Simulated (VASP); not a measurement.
Input of a VASP 6.6.1 run:

Contents of POSCAR:

```
CuI
1.0
    0.0000000000      3.0415552442      3.0415552442
    3.0415552442      0.0000000000      3.0415552442
    3.0415552442      3.0415552442      0.0000000000
Cu I
1 1
Direct
    0.2500000000      0.2500000000      0.2500000000
    0.0000000000      0.0000000000      0.0000000000
```

The input INCAR.step1:

```
PREC = Accurate ; ENCUT = 520
ISMEAR = 0 ; SIGMA = 0.02
LREAL = F ; LASPH = T
NELM = 60 ; NBANDS = 16
GGA = PE ; ALGO = Normal
EDIFF = 1E-4 ; LWAVE = T
LCHARG = F
```

Contents of INCAR.step2:

```
PREC = Accurate ; ENCUT = 520
EDIFF = 1E-7 ; ISMEAR = 0
SIGMA = 0.02 ; LREAL = F
LASPH = T ; NELM = 60
ALGO = Normal ; ISIF = 2
LWAVE = F ; LCHARG = T
METAGGA = R2SCAN ; LMIXTAU = T
LELF = T ; LVHAR = T
NBANDS = 16 ; ISTART = 1
```

KPOINTS

```
regular mesh
0
Gamma
  8 8 8
```

Potentials or basis: VASP PAW PBE potentials, release 64 (Cu, I).

Run with:

```sh
$ cat potpaw_PBE.64/Cu/POTCAR potpaw_PBE.64/I/POTCAR > POTCAR
$ cp INCAR.step1 INCAR
$ mpirun -np 1 vasp_std > vasp.out
$ cp INCAR.step2 INCAR
$ mpirun -np 1 vasp_std > vasp.out
```

(1) What does it give for the band gap on the k mesh?

(2) Predict the pressure.

Results:

(1) 1.59 eV.

(2) -1.2 GPa.

Caveat: the PAW data sets were made with another functional, which shifts forces and pressure a little; spin-orbit coupling is left out, which moves the levels of the heavy elements.
